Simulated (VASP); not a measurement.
Set up this calculation in VASP 6.6.1, as the native input.

- Task: single point
- Functional: PBE
- Potentials or basis: VASP PAW PBE potentials, release 64 (B, N)
- Cutoff: 520 eV
- k mesh: 12 × 12 × 12
- Occupations: gaussian, width 0.05 eV
- Spin: no spin polarisation
- Dipole correction: no
- Further INCAR settings: ALGO = Normal; EDIFF = 1e-06; NBANDS = 11

The structure of BN lies in POSCAR:

```
BN
1.0
    0.0000000000      1.7404809600      1.9580410800
    1.7404809600      0.0000000000      1.9580410800
    1.7404809600      1.7404809600      0.0000000000
B N
1 1
Direct
    0.0000000000      0.0000000000      0.0000000000
    0.7500000000      0.7500000000      0.7500000000
```

This cell differs from its parent crystal: strain -0.040 along x and y, +0.080 along z.

The input as run:

INCAR

```
SYSTEM = BN
PREC     = Accurate       ! precision mode
ENCUT    = 520            ! plane-wave cutoff, eV
EDIFF    = 1E-6           ! SCF threshold, eV
ISMEAR   = 0              ! smearing method
SIGMA    = 0.05           ! smearing width, eV
LREAL    = .FALSE.        ! projectors in reciprocal space
LASPH    = .TRUE.         ! aspherical terms in the spheres
NELM     = 80             ! most SCF steps
ALGO     = Normal         ! electronic algorithm
ISIF     = 2              ! what is computed and relaxed
LWAVE    = .FALSE.        ! write WAVECAR
LCHARG   = .FALSE.        ! write CHGCAR
GGA      = PE             ! functional
NBANDS   = 11             ! bands
```

KPOINTS

```
Automatic mesh
0
G
  12 12 12
  0 0 0
```

Potentials or basis: VASP PAW PBE potentials, release 64 (B, N).

Run with:

```bash
$ cat potpaw_PBE.64/B/POTCAR potpaw_PBE.64/N/POTCAR > POTCAR
$ mpirun -np 1 vasp_std > vasp.out
```

It gave:

* Pressure: 1.6 GPa
* Band gap on the k mesh: 3.39 eV, indirect (least direct gap 7.91 eV)

Caveat: the cell differs from its parent crystal (strain -0.040 along x and y, +0.080 along z).

Run time: 17 s on 1 thread of Intel(R) Xeon(R) Platinum 8259CL CPU @ 2.50GHz (Skylake/Cascade Lake) (shared host), peak memory 0.13 GiB.
